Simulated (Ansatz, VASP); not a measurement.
**ZnS in VASP and in Ansatz**

```
CELL_PARAMETERS angstrom
-3.80874 0.00000 0.00000
-1.90437 -3.29846 0.00000
0.00000 0.00000 12.71647
ATOMIC_POSITIONS crystal
Zn 0.00000 0.00000 0.64336
Zn 0.00000 0.00000 0.15319
Zn 0.33333 0.33333 0.88840
Zn 0.66667 0.66667 0.39823
S 0.00000 0.00000 0.82681
S 0.00000 0.00000 0.33664
S 0.33333 0.33333 0.09189
S 0.66667 0.66667 0.58206
```

Alike in both runs: task single point; functional r2SCAN; k mesh 7 × 7 × 2; occupations gaussian, width 0.05 eV; no spin polarisation.

```csv
,VASP,Ansatz
version,VASP 6.6.1,Ansatz 0.2.0
potentials or method,"VASP PAW PBE potentials, release 64 (Zn, S), cutoff 520 eV","scalar-relativistic, plane waves, PAW"
valence electrons in the cell,72,72
```

Ansatz gave:

| Property | Result |
| --- | --- |
| gap on the k mesh at the Fermi level (eV) | 2.46 |
| least direct gap on the mesh (eV) | 2.46 |
| pressure (GPa) | -1.1 |
| traceless stress, the component that is largest in VASP (GPa) | -1.45 |
| rms of the force components (eV/Å) | 0.251 |

Q: What did VASP give for the same quantities?

A: gap on the k mesh at the Fermi level (eV): 2.47; least direct gap on the mesh (eV): 2.47; pressure (GPa): -1.1; traceless stress, the component that is largest in VASP (GPa): -1.43; rms of the force components (eV/Å): 0.250.

VASP's potentials were made for PBE, not for r2SCAN. Atom by atom the forces differ by 0.009 eV/Å (rms over components).
